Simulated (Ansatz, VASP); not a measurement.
## Ca2SeI2: VASP beside Ansatz

INCAR

```
SYSTEM = Ca2SeI2
PREC = Accurate
ENCUT = 600
EDIFF = 1E-6
ISMEAR = 0
SIGMA = 0.1
LREAL = .False.
LASPH = .True.
NELM = 60
ALGO = Normal
ISIF = 3
LWAVE = .False.
LCHARG = .False.
GGA = PE
IBRION = 2
NSW = 90
EDIFFG = -0.04
```

KPOINTS

```
regular mesh
0
Gamma
  6 6 2
  0 0 0
```

The input POSCAR:

```
Ca2SeI2
1.0
    4.9659734100      0.0000000000      0.0000000000
   -2.4829867100      4.3006591300      0.0000000000
    0.0000000000      0.0000000000      8.2254723000
Ca Se I
2 1 2
Direct
    0.3333333300      0.6666666700      0.0000000000
    0.6666666700      0.3333333300      0.0000000000
    0.0000000000      0.0000000000      0.0000000000
    0.0000000000      0.0000000000      0.7435712700
    0.0000000000      0.0000000000      0.2564287300
```

Input for Ansatz:

```yaml
crystal:
  lattice:
    - [4.96597341, 0.0, 0.0]
    - [-2.48298671, 4.30065913, 0.0]
    - [0.0, 0.0, 8.2254723]
  atoms:
    - { symbol: Ca, position: [0.33333333, 0.66666667, 0.0] }
    - { symbol: Ca, position: [0.66666667, 0.33333333, 0.0] }
    - { symbol: Se, position: [0.0, 0.0, 0.0] }
    - { symbol: I, position: [0.0, 0.0, 0.74357127] }
    - { symbol: I, position: [0.0, 0.0, 0.25642873] }
basis:
  ecutwfc: 420
kpoints:
  mp_grid: { grid: [6, 6, 2] }
hamiltonian:
  xc: pbe
scf:
  occupations: { method: gaussian, width: 0.1 }
  lower_state_search: "off"
output:
  forces: true
  stress: true
  eigenvalues: true
relax:
  adjacent_minimum: "off"
  f_tol: 0.04
  max_steps: 70
  cell: { stress_tol: 0.4 }
```

Alike in both runs: task relaxation of cell and atoms; functional PBE; k mesh 6 × 6 × 2; occupations gaussian, width 0.1 eV; no spin polarisation.

|  | VASP | Ansatz |
| --- | --- | --- |
| version | VASP 6.6.1 | Ansatz 0.2.0 |
| potentials or method | VASP PAW PBE potentials, release 64 (Ca_sv, Se, I), cutoff 600 eV | scalar-relativistic, plane waves, PAW |
| valence electrons in the cell | 40 | 70 |

VASP gave:

- gap on the k mesh at the Fermi level, each at its own relaxed structure (eV): none
- relaxed volume (Å³/atom): 47.35
- relaxed length of the cell vector where the two differ most in proportion (Å): 5.333

Question: Which values does Ansatz return?

Answer: gap on the k mesh at the Fermi level, each at its own relaxed structure (eV): none; relaxed volume (Å³/atom): 46.36; relaxed length of the cell vector where the two differ most in proportion (Å): 5.292.

A gap of «none» marks a metal or a gap that the smearing closes. VASP's potentials hold 40 valence electrons a cell and Ansatz's 70, so a difference there can come from the potentials and not from the codes.

The k mesh is coarse, so the values compare programs but aren't converged. Spin-orbit coupling is off throughout. Noted on VASP's run: the volume moved by over 15 % at a fixed basis, so the end points are rough.
